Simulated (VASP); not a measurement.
# TaSi2 (Fm-3m) in VASP: a series of runs

The runs below take TaSi2 through single point, with PBE.

All numbers are computed with VASP 6.6.1; they aren't measurements. Logs are shortened: lines on timing, memory, paths and dates and some standing lists are left out, and cuts for length are marked.

**1. The cell of the first run**

The structure is cubic, space group Fm-3m (No. 225). Conventional cell: a = 6.048 Å, b = 6.048 Å, c = 6.048 Å, α = 90.00°, β = 90.00°, γ = 90.00°. Within 3.5 Å of Ta (site symmetry m-3m) lie 8 Si at 2.62 Å. Within 3.5 Å of Si (site symmetry -43m) lie 4 Ta at 2.62 Å and 6 Si at 3.02 Å.

**2. Single point, PBE**

Input file INCAR:

```
PREC     = Accurate       # precision mode
ENCUT    = 500            # plane-wave cutoff, eV
EDIFF    = 1E-6           # SCF threshold, eV
ISMEAR   = 0              # smearing method
SIGMA    = 0.2            # smearing width, eV
LREAL    = F              # projectors in reciprocal space
LASPH    = T              # aspherical terms in the spheres
NELM     = 120            # most SCF steps
ALGO     = Normal         # electronic algorithm
ISIF     = 2              # what is computed and relaxed
LWAVE    = F              # write WAVECAR
LCHARG   = T              # write CHGCAR
GGA      = PE             # functional
LELF     = T              # ELF
LVHAR    = T            
NBANDS   = 16             # bands
GGA_COMPAT= F
```

Input file KPOINTS:

```
regular mesh
0
Gamma
  6 6 6
```

Input file POSCAR:

```
TaSi2
1.0
    0.0000000000      3.0241553144      3.0241553144
    3.0241553144      0.0000000000      3.0241553144
    3.0241553144      3.0241553144      0.0000000000
Ta Si
1 2
Direct
    0.0000000000      0.0000000000      0.0000000000
    0.2500000000      0.2500000000      0.2500000000
    0.7500000000      0.7500000000      0.7500000000
```

Potentials or basis: VASP PAW PBE potentials, release 64 (Ta_pv, Si).

Command:

```sh
$ cat potpaw_PBE.64/Ta_pv/POTCAR potpaw_PBE.64/Si/POTCAR > POTCAR
$ mpirun -np 1 vasp_std > vasp.out
```

OUTCAR:

```text
PREC = Accurate
   ENCUT = 500
   EDIFF = 1E-6
   ISMEAR = 0
   LREAL = F
   LASPH = T
   NELM = 120
   ISIF = 2
   GGA = PE

 ion  position               nearest neighbor table
   1  0.000  0.000  0.000-   3 2.62   3 2.62   3 2.62   2 2.62   3 2.62   2 2.62   2 2.62   2 2.62

   2  0.250  0.250  0.250-   1 2.62   1 2.62   1 2.62   1 2.62   3 3.02   3 3.02   3 3.02   3 3.02
                             3 3.02   3 3.02
   3  0.750  0.750  0.750-   1 2.62   1 2.62   1 2.62   1 2.62   2 3.02   2 3.02   2 3.02   2 3.02
                             2 3.02   2 3.02

  LATTYP: Found a face centered cubic cell.
 ALAT       =     6.0483106288

  Lattice vectors:

 A1 = (   0.0000000000,   3.0241553144,   3.0241553144)
 A2 = (   3.0241553144,   0.0000000000,   3.0241553144)
 A3 = (   3.0241553144,   3.0241553144,   0.0000000000)

Analysis of symmetry for initial positions (statically):
=====================================================================
 Subroutine PRICEL returns:
 Original cell was already a primitive cell.

 Routine SETGRP: Setting up the symmetry group for a
 face centered cubic supercell.

 Subroutine GETGRP returns: Found 48 space group operations
 (whereof 48 operations were pure point group operations)
 out of a pool of 48 trial point group operations.

The static configuration has the point symmetry O_h .

Analysis of symmetry for dynamics (positions and initial velocities):
=====================================================================
 Subroutine PRICEL returns:
 Original cell was already a primitive cell.

 Routine SETGRP: Setting up the symmetry group for a
 face centered cubic supercell.

 Subroutine GETGRP returns: Found 48 space group operations
 (whereof 48 operations were pure point group operations)
 out of a pool of 48 trial point group operations.

The dynamic configuration has the point symmetry O_h .

 Subroutine INISYM returns: Found 48 space group operations
 (whereof 48 operations are pure point group operations),
 and found     1 'primitive' translations

----------------------------------------------------------------------------------------

                                     Primitive cell

  volume of cell :      55.3149

  direct lattice vectors                    reciprocal lattice vectors
     0.000000000  3.024155314  3.024155314    -0.165335424  0.165335424  0.165335424
     3.024155314  0.000000000  3.024155314     0.165335424 -0.165335424  0.165335424
     3.024155314  3.024155314  0.000000000     0.165335424  0.165335424 -0.165335424

  length of vectors
     4.276801460  4.276801460  4.276801460     0.286369354  0.286369354  0.286369354

  position of ions in fractional coordinates (direct lattice)
     0.000000000  0.000000000  0.000000000
     0.250000000  0.250000000  0.250000000
     0.750000000  0.750000000  0.750000000

  ion indices of the primitive-cell ions
   primitive index   ion index
                 1           1
                 2           2
                 3           3

----------------------------------------------------------------------------------------

 KPOINTS: regular mesh

Automatic generation of k-mesh.
 Grid dimensions read from file:
 generate k-points for:    6    6    6

 Generating k-lattice:

  Cartesian coordinates                     Fractional coordinates (reciprocal lattice)
    -0.027555904  0.027555904  0.027555904     0.166666667  0.000000000  0.000000000
     0.027555904 -0.027555904  0.027555904     0.000000000  0.166666667  0.000000000
     0.027555904  0.027555904 -0.027555904     0.000000000  0.000000000  0.166666667

  Length of vectors
     0.047728226  0.047728226  0.047728226

  Shift w.r.t. Gamma in fractional coordinates (k-lattice)
     0.000000000  0.000000000  0.000000000

 Subroutine IBZKPT returns following result:
 ===========================================

 Found     16 irreducible k-points:

 Following reciprocal coordinates:
            Coordinates               Weight
  0.000000  0.000000  0.000000      1.000000
  0.166667  0.000000  0.000000      8.000000
  0.333333  0.000000  0.000000      8.000000
  0.500000  0.000000  0.000000      4.000000
  0.166667  0.166667  0.000000      6.000000
  0.333333  0.166667  0.000000     24.000000
[... 8 lines left out ...]
 -0.333333  0.333333  0.166667     24.000000
 -0.333333  0.500000  0.166667     12.000000
   k-points           NKPTS =     16   k-points in BZ     NKDIM =     16   number of bands    NBANDS=     16
   number of dos      NEDOS =    301   number of ions     NIONS =      3
   total plane-waves  NPLWV =  32768
   dimension x,y,z NGX =    32 NGY =   32 NGZ =   32
   dimension x,y,z NGXF=    64 NGYF=   64 NGZF=   64
   ions per type =               1   2
   NGX,Y,Z   is equivalent  to a cutoff of  12.44, 12.44, 12.44 a.u.
   NGXF,Y,Z  is equivalent  to a cutoff of  24.88, 24.88, 24.88 a.u.
 SYSTEM =  unknown system
   PREC   = accura    normal or accurate (medium, high low for compatibility)
   ISTART =      0    job   : 0-new  1-cont  2-samecut
   ICHARG =      2    charge: 1-file 2-atom 10-const
   ISPIN  =      1    spin polarized calculation?
   LNONCOLLINEAR =      F non collinear calculations
   LSORBIT =      F    spin-orbit coupling
   LASPH  =      T    aspherical Exc in radial PAW
   ENCUT  =  500.0 eV  36.75 Ry    6.06 a.u.   7.80  7.80  7.80*2*pi/ulx,y,z
   NELM   =    120;   NELMIN=  2; NELMDL= -5     # of ELM steps
   EDIFF  = 0.1E-05   stopping-criterion for ELM
   LREAL  =      F    real-space projection
   EDIFFG = 0.1E-04   stopping-criterion for IOM
   NSW    =      0    number of steps for IOM
   IBRION =     -1    ionic relax: 0-MD 1-quasi-New 2-CG
   NFREE  =      0    steps in history (QN), initial steepest desc. (CG)
   ISIF   =      2    stress and relaxation
   ISYM   =      2    0-nonsym 1-usesym 2-fastsym
   POTIM  = 0.5000    time-step for ionic-motion
   TEBEG  =    0.0;   TEEND  =   0.0 temperature during run
   PSTRESS=    0.0 pullay stress
   NELECT =      19.0000    total number of electrons
   NUPDOWN=      -1.0000    fix difference up-down
   EMIN   =  10.00;   EMAX   =-10.00  energy-range for DOS
   EFERMI =   0.00;   METHOD = LEGACY
   ISMEAR =     0;   SIGMA  =   0.20  broadening in eV -4-tet -1-fermi 0-gaus
   EFERMI_NEDOS =   21; number of points for ismear=-14 and -15
   IALGO  =     38    algorithm
   IMIX   =      4    mixing-type and parameters
     AMIX     =   0.40;   BMIX     =  1.00
     AMIX_MAG =   1.60;   BMIX_MAG =  1.00
  volume/ion in A,a.u.               =      18.44       124.43
  Fermi-wavevector in a.u.,A,eV,Ry     =   1.146512  2.166594 17.884719  1.314490
  Thomas-Fermi vector in A             =   2.283196
   LORBIT       =      0    0 simple, 1 ext, 2 COOP (PROOUT), +10 PAW based schemes
   GGA     = PE    functional components
   LHFCALC =     F    Hartree Fock is set to
   AEXX    =    0.0000 exact exchange contribution
   IVDW    =     0    specifies the selected vdW correction
   LEPSILON=     F    determine dielectric tensor
   LRPA    =     F    only Hartree local field effects (RPA)
 non-spin polarized calculation
 Gauss-broadening in eV      SIGMA  =   0.20
  energy-cutoff  :      500.00
  volume of cell :       55.31
 maximum number of plane-waves:      1420
   NGX = 15   NGY = 15   NGZ = 15

 number of electron      18.9999999 magnetization

 Free energy of the ion-electron system (eV)
  ---------------------------------------------------
  ext. energy  EPLUGINS =         0.00000000
  ---------------------------------------------------
  free energy    TOTEN  =       -21.41901824 eV

  energy without entropy =      -21.38270110  energy(sigma->0) =      -21.40085967

 E-fermi :   6.5282     XC(G=0): -10.7435

 val. band max:        6.5171785685   @ k =   0.1667   0.1667   0.0000
 cond. band min:       6.6362591588   @ k =  -0.3333   0.3333   0.0000
 fundamental gap:      0.1190805903
 Fermi energy:         6.5281674573

 k-point     1 :       0.0000    0.0000    0.0000
  band No.  band energies     occupation
      1     -27.8015      2.00000
      2     -27.8015      2.00000
      3     -27.8015      2.00000
      4      -4.9023      2.00000
      5       2.5193      2.00000
      6       2.5193      2.00000
[... 8 lines left out ...]
     15      10.8875      0.00000
     16      10.8875      0.00000

 k-point     2 :       0.1667    0.0000    0.0000
  band No.  band energies     occupation
      1     -27.8092      2.00000
      2     -27.8027      2.00000
      3     -27.8027      2.00000
      4      -4.5381      2.00000
      5       1.1045      2.00000
      6       2.7156      2.00000
[... 8 lines left out ...]
     15      11.2852      0.00000
     16      11.2852      0.00000

 k-point     3 :       0.3333    0.0000    0.0000
  band No.  band energies     occupation
      1     -27.8245      2.00000
      2     -27.8051      2.00000
      3     -27.8051      2.00000
      4      -3.5494      2.00000
      5      -0.3984      2.00000
      6       3.0886      2.00000
[... 8 lines left out ...]
     15      12.8910      0.00000
     16      12.8910      0.00000

 k-point     4 :       0.5000    0.0000    0.0000
  band No.  band energies     occupation
      1     -27.8322      2.00000
      2     -27.8063      2.00000
      3     -27.8063      2.00000
      4      -2.5935      2.00000
      5      -1.4084      2.00000
      6       3.2258      2.00000
[... 8 lines left out ...]
     15      13.5800      0.00000
     16      13.5800      0.00000

 k-point     5 :       0.1667    0.1667    0.0000
  band No.  band energies     occupation
      1     -27.8092      2.00000
      2     -27.8043      2.00000
      3     -27.8043      2.00000
      4      -4.4124      2.00000
      5       0.9822      2.00000
      6       2.6963      2.00000
[... 8 lines left out ...]
     15      10.8478      0.00000
     16      10.9533      0.00000

 k-point     6 :       0.3333    0.1667    0.0000
  band No.  band energies     occupation
      1     -27.8205      2.00000
      2     -27.8072      2.00000
      3     -27.8070      2.00000
      4      -3.6123      2.00000
      5      -0.0578      2.00000
      6       2.9357      2.00000
[... 8 lines left out ...]
     15      12.0265      0.00000
     16      12.7932      0.00000
[... 115 lines left out ...]
 k-point    13 :       0.5000    0.5000    0.0000
  band No.  band energies     occupation
      1     -27.8321      2.00000
      2     -27.8129      2.00000
      3     -27.8129      2.00000
      4      -1.5409      2.00000
      5      -0.6592      2.00000
      6       0.3584      2.00000
[... 8 lines left out ...]
     15      13.0943      0.00000
     16      13.2377      0.00000

 k-point    14 :       0.5000    0.3333    0.1667
  band No.  band energies     occupation
      1     -27.8249      2.00000
      2     -27.8144      2.00000
      3     -27.8087      2.00000
      4      -2.6727      2.00000
      5      -0.6232      2.00000
      6       2.3598      2.00000
[... 8 lines left out ...]
     15      12.9740      0.00000
     16      13.4234      0.00000

 k-point    15 :      -0.3333    0.3333    0.1667
  band No.  band energies     occupation
      1     -27.8258      2.00000
      2     -27.8185      2.00000
      3     -27.8105      2.00000
      4      -1.6909      2.00000
      5      -1.2436      2.00000
      6       2.0501      2.00000
[... 8 lines left out ...]
     15      12.4828      0.00000
     16      13.3823      0.00000

 k-point    16 :      -0.3333    0.5000    0.1667
  band No.  band energies     occupation
      1     -27.8273      2.00000
      2     -27.8177      2.00000
      3     -27.8130      2.00000
      4      -1.3719      2.00000
      5      -0.9459      2.00000
      6       0.8354      2.00000
[... 8 lines left out ...]
     15      12.2019      0.00000
     16      13.1252      0.00000

------------------------ aborting loop because EDIFF is reached ----------------------------------------

  FORCE on cell =-STRESS in cart. coord.  units (eV):
  Direction    XX          YY          ZZ          XY          YZ          ZX
  --------------------------------------------------------------------------------------
  -------------------------------------------------------------------------------------
  Total        0.2407309      0.2407309      0.2407309     -0.0000000      0.0000000      0.0000000
  in kB        6.9726861      6.9726861      6.9726861     -0.0000000      0.0000000      0.0000000
  external PRESSURE =       6.9726861 kB  Pullay stress =       0.0000000 kB

 VOLUME and BASIS-vectors are now :
 -----------------------------------------------------------------------------
  energy-cutoff  :      500.00
  volume of cell :       55.31
      direct lattice vectors                 reciprocal lattice vectors
     0.000000000  3.024155314  3.024155314    -0.165335424  0.165335424  0.165335424
     3.024155314  0.000000000  3.024155314     0.165335424 -0.165335424  0.165335424
     3.024155314  3.024155314  0.000000000     0.165335424  0.165335424 -0.165335424

 POSITION                                       TOTAL-FORCE (eV/Angst)
 -----------------------------------------------------------------------------------
      0.00000      0.00000      0.00000         0.000000      0.000000      0.000000
      1.51208      1.51208      1.51208        -0.000000      0.000000     -0.000000
      4.53623      4.53623      4.53623        -0.000000     -0.000000     -0.000000
 -----------------------------------------------------------------------------------
    total drift:                                0.000000     -0.000000      0.000000

  FREE ENERGIE OF THE ION-ELECTRON SYSTEM (eV)
  ---------------------------------------------------
  free  energy   TOTEN  =       -21.4190182406 eV

  energy  without entropy=      -21.3827010981  energy(sigma->0) =      -21.40085967
```

Run time: 20 s. Hardware: 1 thread of Intel Xeon 8259CL, shared host; peak memory 0.18 GiB.

Results:

```yaml
Free_energy: -21.4190 eV
Pressure: 0.7 GPa
```

Levels at points of the mesh, in eV from the Fermi level:
| k point | band 6 | band 7 | band 8 | band 9 | band 10 | band 11 | band 12 | band 13 | band 14 | band 15 |
| --- | --- | --- | --- | --- | --- | --- | --- | --- | --- | --- |
| (0.00, 0.00, 0.00) | -4.01 | -4.01 | -2.85 | -0.30 | -0.30 | 3.43 | 3.43 | 3.43 | 4.36 | 4.36 |
| (0.50, 0.00, 0.00) | -3.30 | -3.30 | -1.66 | -0.30 | -0.30 | 0.46 | 0.46 | 0.69 | 5.59 | 7.05 |
| (0.50, 0.50, 0.00) | -6.17 | -2.78 | -2.78 | -0.79 | -0.49 | -0.49 | 1.20 | 5.42 | 6.25 | 6.57 |

Caveat: spin-orbit coupling is left out, which moves the levels of the heavy elements.

(Continued in part 2 of 2.)
